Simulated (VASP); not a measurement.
Rb: single point with PBEsol

The system is Rb.

```
CELL_PARAMETERS angstrom
-2.45127 2.45127 3.67690
2.45127 -2.45127 3.67690
2.45127 2.45127 -3.67690
ATOMIC_POSITIONS crystal
Rb 0.00000 0.00000 0.00000
```

This cell differs from its parent crystal: ratio of the length along z to the lengths across it x 1.5, volume and fractional coordinates fixed.

| Item | Value |
| --- | --- |
| Program | VASP 6.6.1 |
| Task | single point |
| Functional | PBEsol |
| Potentials or basis | VASP PAW PBE potentials, release 64 (Rb_sv) |
| Cutoff | 520 eV |
| k mesh | 14 × 14 × 14 |
| Occupations | gaussian, width 0.15 eV |
| Spin | no spin polarisation |

```
Pressure               : -0.1 GPa
Band gap on the k mesh : zero (an odd number of electrons rules out a gap without spin polarisation)
```

Levels at points of the mesh, in eV from the Fermi level:
```tsv
k point	band 3	band 4	band 5	band 6	band 7	band 8
(0.00, 0.00, 0.00)	-12.88	-12.88	-2.01	3.49	3.70	3.70
(0.50, 0.00, 0.00)	-12.90	-12.89	0.13	0.68	3.25	3.58
(0.50, 0.50, 0.00)	-12.93	-12.92	0.68	1.57	1.77	4.41
(0.50, 0.50, 0.50)	-12.91	-12.91	0.49	1.20	1.92	4.81
```

It took 100 s on 1 thread of Intel(R) Xeon(R) 6975P-C (Granite Rapids), with other jobs on the host, peak memory 0.37 GiB.

Caveat: the PAW data sets were made with another functional, which shifts forces and pressure a little.
